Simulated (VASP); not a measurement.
# AlIn3As4 (I-42m) in VASP: a series of runs

Runs on AlIn3As4. Level: PBE. Tasks: single point, relaxation of cell and atoms.

All numbers are computed with VASP 6.6.1; they aren't measurements. Logs are shortened: lines on timing, memory, paths and dates and some standing lists are left out, and cuts for length are marked.

### Step 1. The cell of the first run

The structure is tetragonal, space group I-42m (No. 121). The conventional cell has a = 6.064 Å, b = 6.064 Å, c = 12.119 Å, α = 90.00°, β = 90.00°, γ = 90.00°. Within 3.3 Å of Al (site symmetry -42m) lie 4 As at 2.49 Å. Within 3.5 Å of In (site symmetry -4) lie 4 As at 2.67 Å. Within 3.5 Å of In (site symmetry -42m) lie 4 As at 2.68 Å. As (site symmetry m) has 1 Al at 2.49 Å and 3 In at 2.67 to 2.68 Å within 3.3 Å.

### Step 2. Single point, PBE

INCAR

```
SYSTEM = AlIn3As4
PREC     = Accurate       ! precision mode
ENCUT    = 520            ! plane-wave cutoff, eV
EDIFF    = 1E-7           ! SCF threshold, eV
ISMEAR   = 0              ! smearing method
SIGMA    = 0.1            ! smearing width, eV
LREAL    = .False.        ! projectors in reciprocal space
LASPH    = .True.         ! aspherical terms in the spheres
NELM     = 80             ! most SCF steps
ALGO     = Normal         ! electronic algorithm
ISIF     = 2              ! what is computed and relaxed
LWAVE    = .False.        ! write WAVECAR
LCHARG   = .False.        ! write CHGCAR
GGA      = PE             ! functional
NBANDS   = 41             ! bands
```

KPOINTS

```
Automatic mesh
0
Gamma
  4 4 4
  0 0 0
```

POSCAR

```
AlIn3As4
1.0
   -3.0322459555      3.0322459555      6.0593822908
    3.0322459555     -3.0322459555      6.0593822908
    3.0322459555      3.0322459555     -6.0593822908
Al In As
1 3 4
Direct
    0.5000000000      0.5000000000      0.0000000000
    0.7500000000      0.2500000000      0.5000000000
    0.2500000000      0.7500000000      0.5000000000
    0.0000000000      0.0000000000      0.0000000000
    0.8562927761      0.3828481200      0.0000000000
    0.3828481200      0.8562927761      0.0000000000
    0.1437072239      0.1437072239      0.5265553439
    0.6171518800      0.6171518800      0.4734446561
```

Potentials or basis: VASP PAW PBE potentials, release 64 (Al, In_d, As).

Run with:

```console
cat potpaw_PBE.64/Al/POTCAR potpaw_PBE.64/In_d/POTCAR potpaw_PBE.64/As/POTCAR > POTCAR
mpirun -np 1 vasp_std > vasp.out
```

OUTCAR:

```text
SYSTEM = AlIn3As4
   PREC = Accurate
   ENCUT = 520
   EDIFF = 1E-7
   ISMEAR = 0
   LREAL = .False.
   LASPH = .True.
   NELM = 80
   ISIF = 2
   GGA = PE

 ion  position               nearest neighbor table
   1  0.500  0.500  0.000-   5 2.49   6 2.49   7 2.49   8 2.49
   2  0.750  0.250  0.500-   8 2.67   7 2.67   5 2.67   6 2.67
   3  0.250  0.750  0.500-   8 2.67   7 2.67   6 2.67   5 2.67
   4  0.000  0.000  0.000-   7 2.68   5 2.68   6 2.68   8 2.68
   5  0.856  0.383  0.000-   1 2.49   3 2.67   2 2.67   4 2.68
   6  0.383  0.856  0.000-   1 2.49   2 2.67   3 2.67   4 2.68
   7  0.144  0.144  0.527-   1 2.49   2 2.67   3 2.67   4 2.68
   8  0.617  0.617  0.473-   1 2.49   2 2.67   3 2.67   4 2.68

  LATTYP: Found a body centered tetragonal cell.
 ALAT       =     6.0644919110
 C/A-ratio  =     1.9983149058

  Lattice vectors:

 A1 = (  -3.0322459555,   3.0322459555,   6.0593822908)
 A2 = (   3.0322459555,  -3.0322459555,   6.0593822908)
 A3 = (   3.0322459555,   3.0322459555,  -6.0593822908)

Analysis of symmetry for initial positions (statically):
=====================================================================
 Subroutine PRICEL returns:
 Original cell was already a primitive cell.

 Routine SETGRP: Setting up the symmetry group for a
 body centered tetragonal supercell.

 Subroutine GETGRP returns: Found  8 space group operations
 (whereof  8 operations were pure point group operations)
 out of a pool of 16 trial point group operations.

The static configuration has the point symmetry D_2d.

Analysis of symmetry for dynamics (positions and initial velocities):
=====================================================================
 Subroutine PRICEL returns:
 Original cell was already a primitive cell.

 Routine SETGRP: Setting up the symmetry group for a
 body centered tetragonal supercell.

 Subroutine GETGRP returns: Found  8 space group operations
 (whereof  8 operations were pure point group operations)
 out of a pool of 16 trial point group operations.

The dynamic configuration has the point symmetry D_2d.

 Subroutine INISYM returns: Found  8 space group operations
 (whereof  8 operations are pure point group operations),
 and found     1 'primitive' translations

----------------------------------------------------------------------------------------

                                     Primitive cell

  volume of cell :     222.8523

  direct lattice vectors                    reciprocal lattice vectors
    -3.032245956  3.032245956  6.059382291     0.000000000  0.164894276  0.082516662
     3.032245956 -3.032245956  6.059382291     0.164894276  0.000000000  0.082516662
     3.032245956  3.032245956 -6.059382291     0.164894276  0.164894276  0.000000000

  length of vectors
     7.423283964  7.423283964  7.423283964     0.184388507  0.184388507  0.233195721

  position of ions in fractional coordinates (direct lattice)
     0.500000000  0.500000000  0.000000000
     0.750000000  0.250000000  0.500000000
     0.250000000  0.750000000  0.500000000
     0.000000000  0.000000000  0.000000000
     0.856292776  0.382848120  0.000000000
     0.382848120  0.856292776  0.000000000
     0.143707224  0.143707224  0.526555344
     0.617151880  0.617151880  0.473444656

  ion indices of the primitive-cell ions
   primitive index   ion index
                 1           1
                 2           2
                 3           3
                 4           4
                 5           5
                 6           6
                 7           7
                 8           8

----------------------------------------------------------------------------------------

 KPOINTS: Automatic mesh

Automatic generation of k-mesh.
 Grid dimensions read from file:
 generate k-points for:    4    4    4

 Generating k-lattice:

  Cartesian coordinates                     Fractional coordinates (reciprocal lattice)
     0.000000000  0.041223569  0.020629165     0.250000000 -0.000000000  0.000000000
     0.041223569  0.000000000  0.020629165    -0.000000000  0.250000000  0.000000000
     0.041223569  0.041223569  0.000000000     0.000000000  0.000000000  0.250000000

  Length of vectors
     0.046097127  0.046097127  0.058298930

  Shift w.r.t. Gamma in fractional coordinates (k-lattice)
     0.000000000  0.000000000  0.000000000

 Subroutine IBZKPT returns following result:
 ===========================================

 Found     13 irreducible k-points:

 Following reciprocal coordinates:
            Coordinates               Weight
  0.000000  0.000000  0.000000      1.000000
  0.250000 -0.000000  0.000000      8.000000
  0.500000 -0.000000  0.000000      4.000000
  0.250000  0.250000  0.000000      8.000000
  0.500000  0.250000  0.000000     16.000000
 -0.250000  0.250000  0.000000      4.000000
  0.500000  0.500000  0.000000      2.000000
  0.250000  0.250000  0.250000      2.000000
 -0.250000  0.250000  0.250000      4.000000
  0.500000  0.500000  0.250000      4.000000
 -0.250000  0.500000  0.250000      8.000000
 -0.250000 -0.250000  0.250000      2.000000
  0.500000  0.500000  0.500000      1.000000
   k-points           NKPTS =     13   k-points in BZ     NKDIM =     13   number of bands    NBANDS=     41
   number of dos      NEDOS =    301   number of ions     NIONS =      8
   total plane-waves  NPLWV = 175616
   dimension x,y,z NGX =    56 NGY =   56 NGZ =   56
   dimension x,y,z NGXF=   112 NGYF=  112 NGZF=  112
   ions per type =               1   3   4
   NGX,Y,Z   is equivalent  to a cutoff of  12.54, 12.54, 12.54 a.u.
   NGXF,Y,Z  is equivalent  to a cutoff of  25.08, 25.08, 25.08 a.u.
 SYSTEM =  AlIn3As4
   PREC   = accura    normal or accurate (medium, high low for compatibility)
   ISTART =      0    job   : 0-new  1-cont  2-samecut
   ICHARG =      2    charge: 1-file 2-atom 10-const
   ISPIN  =      1    spin polarized calculation?
   LNONCOLLINEAR =      F non collinear calculations
   LSORBIT =      F    spin-orbit coupling
   LASPH  =      T    aspherical Exc in radial PAW
   ENCUT  =  520.0 eV  38.22 Ry    6.18 a.u.  13.80 13.80 13.80*2*pi/ulx,y,z
   NELM   =     80;   NELMIN=  2; NELMDL= -5     # of ELM steps
   EDIFF  = 0.1E-06   stopping-criterion for ELM
   LREAL  =      F    real-space projection
   EDIFFG = 0.1E-05   stopping-criterion for IOM
   NSW    =      0    number of steps for IOM
   IBRION =     -1    ionic relax: 0-MD 1-quasi-New 2-CG
   NFREE  =      0    steps in history (QN), initial steepest desc. (CG)
   ISIF   =      2    stress and relaxation
   ISYM   =      2    0-nonsym 1-usesym 2-fastsym
   POTIM  = 0.5000    time-step for ionic-motion
   TEBEG  =    0.0;   TEEND  =   0.0 temperature during run
   PSTRESS=    0.0 pullay stress
   NELECT =      62.0000    total number of electrons
   NUPDOWN=      -1.0000    fix difference up-down
   EMIN   =  10.00;   EMAX   =-10.00  energy-range for DOS
   EFERMI =   0.00;   METHOD = LEGACY
   ISMEAR =     0;   SIGMA  =   0.10  broadening in eV -4-tet -1-fermi 0-gaus
   EFERMI_NEDOS =   21; number of points for ismear=-14 and -15
   IALGO  =     38    algorithm
   IMIX   =      4    mixing-type and parameters
     AMIX     =   0.40;   BMIX     =  1.00
     AMIX_MAG =   1.60;   BMIX_MAG =  1.00
  volume/ion in A,a.u.               =      27.86       187.99
  Fermi-wavevector in a.u.,A,eV,Ry     =   1.068726  2.019599 15.540235  1.142175
  Thomas-Fermi vector in A             =   2.204383
   LORBIT       =      0    0 simple, 1 ext, 2 COOP (PROOUT), +10 PAW based schemes
   GGA     = PE    functional components
   LHFCALC =     F    Hartree Fock is set to
   AEXX    =    0.0000 exact exchange contribution
   IVDW    =     0    specifies the selected vdW correction
   LEPSILON=     F    determine dielectric tensor
   LRPA    =     F    only Hartree local field effects (RPA)
 non-spin polarized calculation
 Gauss-broadening in eV      SIGMA  =   0.10
  energy-cutoff  :      520.00
  volume of cell :      222.85
 maximum number of plane-waves:      6030
   NGX = 27   NGY = 27   NGZ = 27

 number of electron      62.0000011 magnetization

 Free energy of the ion-electron system (eV)
  ---------------------------------------------------
  ext. energy  EPLUGINS =         0.00000000
  ---------------------------------------------------
  free energy    TOTEN  =       -32.48745448 eV

  energy without entropy =      -32.48477937  energy(sigma->0) =      -32.48611693

 E-fermi :   3.8777     XC(G=0):  -8.8633

 val. band max:        3.8480118529   @ k =   0.0000   0.0000   0.0000
 cond. band min:       4.8353434975   @ k =   0.5000   0.5000   0.0000
 fundamental gap:      0.9873316446
 Fermi energy:         3.8777220708

 k-point     1 :       0.0000    0.0000    0.0000
  band No.  band energies     occupation
      1     -10.4672      2.00000
      2     -10.4554      2.00000
      3     -10.4554      2.00000
      4     -10.3522      2.00000
      5     -10.3442      2.00000
      6     -10.3442      2.00000
[... 33 lines left out ...]
     40       8.1961      0.00000
     41       8.4862      0.00000

 k-point     2 :       0.2500   -0.0000    0.0000
  band No.  band energies     occupation
      1     -10.4608      2.00000
      2     -10.4533      2.00000
      3     -10.4488      2.00000
      4     -10.3606      2.00000
      5     -10.3469      2.00000
      6     -10.3363      2.00000
[... 33 lines left out ...]
     40       8.6565      0.00000
     41       8.8072      0.00000

 k-point     3 :       0.5000   -0.0000    0.0000
  band No.  band energies     occupation
      1     -10.4601      2.00000
      2     -10.4433      2.00000
      3     -10.4382      2.00000
      4     -10.3789      2.00000
      5     -10.3397      2.00000
      6     -10.3328      2.00000
[... 33 lines left out ...]
     40       8.8345      0.00000
     41       8.9535      0.00000

 k-point     4 :       0.2500    0.2500    0.0000
  band No.  band energies     occupation
      1     -10.4655      2.00000
      2     -10.4430      2.00000
      3     -10.4408      2.00000
      4     -10.3796      2.00000
      5     -10.3409      2.00000
      6     -10.3307      2.00000
[... 341 lines left out ...]
     40       8.8555      0.00000
     41       8.9580      0.00000

 k-point    12 :      -0.2500   -0.2500    0.2500
  band No.  band energies     occupation
      1     -10.4635      2.00000
      2     -10.4635      2.00000
      3     -10.4543      2.00000
      4     -10.3699      2.00000
      5     -10.3315      2.00000
      6     -10.3315      2.00000
[... 33 lines left out ...]
     40       8.5139      0.00000
     41       8.5139      0.00000

 k-point    13 :       0.5000    0.5000    0.5000
  band No.  band energies     occupation
      1     -10.4704      2.00000
      2     -10.4704      2.00000
      3     -10.4317      2.00000
      4     -10.3971      2.00000
      5     -10.3140      2.00000
      6     -10.3140      2.00000
[... 33 lines left out ...]
     40       9.9328      0.00000
     41       9.9334      0.00000

------------------------ aborting loop because EDIFF is reached ----------------------------------------

  FORCE on cell =-STRESS in cart. coord.  units (eV):
  Direction    XX          YY          ZZ          XY          YZ          ZX
  --------------------------------------------------------------------------------------
  -------------------------------------------------------------------------------------
  Total        0.1729072      0.1729072      0.1686719      0.0000000      0.0000000      0.0000000
  in kB        1.2431013      1.2431013      1.2126520      0.0000000      0.0000000      0.0000000
  external PRESSURE =       1.2329515 kB  Pullay stress =       0.0000000 kB

 VOLUME and BASIS-vectors are now :
 -----------------------------------------------------------------------------
  energy-cutoff  :      520.00
  volume of cell :      222.85
      direct lattice vectors                 reciprocal lattice vectors
    -3.032245956  3.032245956  6.059382291     0.000000000  0.164894276  0.082516662
     3.032245956 -3.032245956  6.059382291     0.164894276  0.000000000  0.082516662
     3.032245956  3.032245956 -6.059382291     0.164894276  0.164894276  0.000000000

 POSITION                                       TOTAL-FORCE (eV/Angst)
 -----------------------------------------------------------------------------------
      0.00000      0.00000      6.05938         0.000000      0.000000      0.000000
      0.00000      3.03225      3.02969         0.000000     -0.000000      0.000000
      3.03225      0.00000      3.02969        -0.000000      0.000000     -0.000000
      0.00000      0.00000      0.00000        -0.000000      0.000000     -0.000000
     -1.43560      1.43560      7.50843        -0.001515      0.001515      0.003043
      1.43560     -1.43560      7.50843         0.001515     -0.001515      0.003043
      1.59665      1.59665     -1.44905        -0.001515     -0.001515     -0.003043
      1.43560      1.43560      4.61034         0.001515      0.001515     -0.003043
 -----------------------------------------------------------------------------------
    total drift:                                0.000001      0.000001      0.000001

  FREE ENERGIE OF THE ION-ELECTRON SYSTEM (eV)
  ---------------------------------------------------
  free  energy   TOTEN  =       -32.4874544848 eV

  energy  without entropy=      -32.4847793720  energy(sigma->0) =      -32.48611693
```

Wall time 1.8 min (1 thread of Intel Xeon 6975P-C (Granite Rapids), shared host); peak memory 0.47 GiB.

Results:

```yaml
Free_energy: -32.4875 eV
Pressure: 0.1 GPa
Largest_force: 0.004 eV/Å
```

Forces in eV/Å, atoms in the order of the input:
```
Al   0.000  0.000  0.000
In   0.000  0.000  0.000
In   0.000  0.000  0.000
In   0.000  0.000  0.000
As  -0.002  0.002  0.003
As   0.002 -0.002  0.003
As  -0.002 -0.002 -0.003
As   0.002  0.002 -0.003
```

Levels at points of the mesh, in eV from the Fermi level:
| k point | band 29 | band 30 | band 31 | band 32 | band 33 | band 34 |
| --- | --- | --- | --- | --- | --- | --- |
| (0.00, 0.00, 0.00) | -0.10 | -0.04 | -0.04 | -0.03 | 1.64 | 1.92 |
| (0.50, 0.00, 0.00) | -1.69 | -1.08 | -0.90 | 2.51 | 2.87 | 3.27 |
| (0.50, 0.50, 0.00) | -0.87 | -0.78 | -0.67 | 0.96 | 1.06 | 2.57 |
| (0.50, 0.50, 0.50) | -1.42 | -1.19 | -1.19 | 1.63 | 1.63 | 1.76 |

Caveat: the k points lie up to 0.37 Å⁻¹ apart; spin-orbit coupling is left out, which moves the levels of the heavy elements.

[end of part 1 of 2]
